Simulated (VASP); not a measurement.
## CsMoPd: single point with PBE

Crystal: CsMoPd.

```
Cs Mo Pd
1.0
     3.60942    0.00000    0.00000
     0.00000    3.60942    0.00000
     0.00000    0.00000   13.14262
Cs Mo Pd
2 2 2
Direct
  0.50000 0.00000 0.22929
  0.00000 0.50000 0.77071
  0.50000 0.00000 0.51174
  0.00000 0.50000 0.48826
  0.00000 0.00000 0.00000
  0.50000 0.50000 0.00000
```

```
Program             : VASP 6.6.1
Task                : single point
Functional          : PBE
Potentials or basis : VASP PAW PBE potentials, release 64 (Cs_sv, Mo_sv, Pd)
Cutoff              : 520 eV
k mesh              : 4 × 4 × 2
Occupations         : gaussian, width 0.1 eV
Spin                : no spin polarisation
```

| Quantity | Value |
| --- | --- |
| Pressure | 0.2 GPa |
| Largest force | 0.031 eV/Å |
| Band gap on the k mesh | zero (bands 33 and 34 overlap by 1.28 eV) |

Forces in eV/Å, atoms in the order of the input:
```
Cs   0.000  0.000  0.009
Cs   0.000  0.000 -0.009
Mo   0.000  0.000  0.031
Mo   0.000  0.000 -0.031
Pd   0.000  0.000  0.000
Pd   0.000  0.000  0.000
```

Stress tensor (GPa, compression positive):
```
0.18 0.00 0.00
0.00 0.18 0.00
0.00 0.00 0.37
```

Levels at points of the mesh, in eV from the Fermi level:
| k point | band 28 | band 29 | band 30 | band 31 | band 32 | band 33 | band 34 | band 35 | band 36 | band 37 |
| --- | --- | --- | --- | --- | --- | --- | --- | --- | --- | --- |
| (0.00, 0.00, 0.00) | -0.97 | -0.84 | -0.64 | -0.40 | -0.40 | 0.32 | 0.87 | 1.49 | 1.58 | 1.86 |
| (0.50, 0.00, 0.00) | -1.56 | -1.10 | -1.10 | -0.71 | -0.71 | -0.25 | -0.25 | 0.27 | 0.27 | 1.38 |
| (0.50, 0.50, 0.00) | -1.34 | -0.21 | -0.21 | -0.14 | -0.14 | 1.02 | 1.02 | 1.49 | 1.49 | 1.86 |
| (0.00, 0.00, 0.50) | -0.97 | -0.84 | -0.40 | -0.40 | 0.21 | 0.32 | 0.75 | 0.89 | 1.58 | 2.22 |
| (0.50, 0.00, 0.50) | -1.56 | -1.11 | -1.11 | -0.71 | -0.71 | -0.26 | -0.26 | 0.34 | 0.34 | 1.38 |
| (0.50, 0.50, 0.50) | -1.34 | -0.14 | -0.14 | -0.09 | -0.09 | 0.70 | 0.70 | 1.49 | 1.49 | 1.66 |

Run time: 5.5 min on 1 thread of Intel Xeon 8259CL, with other jobs on the host, peak memory 0.27 GiB.

Caveat: the k points lie up to 0.44 Å⁻¹ apart, too coarse for converged energies and pressures of a metal; spin-orbit coupling is left out, which moves the levels of the heavy elements.
